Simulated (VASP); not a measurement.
BN, 4 atoms in the cell. The typed cell holds 4 atoms: a = 2.554 Å, b = 2.554 Å, c = 4.227 Å, α = 90.00°, β = 90.00°, γ = 120.00°.  This cell differs from its parent crystal: all B atoms moved -0.100 Å, as atom 1 along Cartesian [1 1 0].

```yaml
Program: VASP 6.6.1
Task: single point
Functional: r2SCAN
Potentials_or_basis: VASP PAW PBE potentials, release 64 (B, N)
Cutoff: 520 eV
k_mesh: 12 × 12 × 6
Occupations: gaussian, width 0.05 eV
Spin: no spin polarisation
Dipole_correction: no
Further_INCAR_settings: ALGO = Normal; EDIFF = 1e-06; NBANDS = 16
```

Potentials or basis: VASP PAW PBE potentials, release 64 (B, N).

The run is started by

```console
$ cat potpaw_PBE.64/B/POTCAR potpaw_PBE.64/N/POTCAR > POTCAR
$ cp INCAR.step1 INCAR
$ mpirun -np 1 vasp_std > vasp.out
$ cp INCAR.step2 INCAR
$ mpirun -np 1 vasp_std > vasp.out
```

Hardware: 1 thread of Intel(R) Xeon(R) 6975P-C (Granite Rapids) (shared host).

Q: How long does it take, and how much memory?

A: Wall time 3.8 min on 1 thread of Intel(R) Xeon(R) 6975P-C (Granite Rapids), with other jobs on the host, peak memory 0.24 GiB. Counts: k points 436.
